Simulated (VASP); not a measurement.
Cd2Te, 3 atoms in the cell. The structure is trigonal, space group P-3m1 (No. 164). Conventional cell: a = 4.212 Å, b = 4.212 Å, c = 5.232 Å, α = 90.00°, β = 90.00°, γ = 120.00°. Cd (site symmetry 3m) has 3 Te at 2.98 Å and 3 Cd at 3.02 Å within 3.9 Å. Within 3.9 Å of Te (site symmetry -3m) lie 6 Cd at 2.98 Å. 

| Quantity | Value |
| --- | --- |
| Program | VASP 6.6.1 |
| Task | relaxation of shape and atoms at fixed volume |
| Functional | PBE |
| Potentials or basis | VASP PAW PBE potentials, release 64 (Cd, Te) |
| Cutoff | 500 eV |
| k mesh | 12 × 12 × 8 |
| Occupations | gaussian, width 0.1 eV |
| Spin | no spin polarisation |
| Dipole correction | no |
| Further INCAR settings | ALGO = Normal; EDIFF = 1e-07; IBRION = 2; EDIFFG = -0.01; NSW = 50; ISIF = 4 |

Potentials or basis: VASP PAW PBE potentials, release 64 (Cd, Te).

Launch:

```sh
$ cat potpaw_PBE.64/Cd/POTCAR potpaw_PBE.64/Te/POTCAR > POTCAR
$ mpirun -np 1 vasp_std > vasp.out
```

Hardware: 1 thread of Oxide Virtual Turin-like Processor, on a shared host.

Q: Estimate the wall time of this run.

A: Wall time 6.5 min on 1 thread of Oxide Virtual Turin-like Processor, on a shared host, peak memory 0.3 GiB. Counts: scf iterations 31, k points 131, ion steps 4.
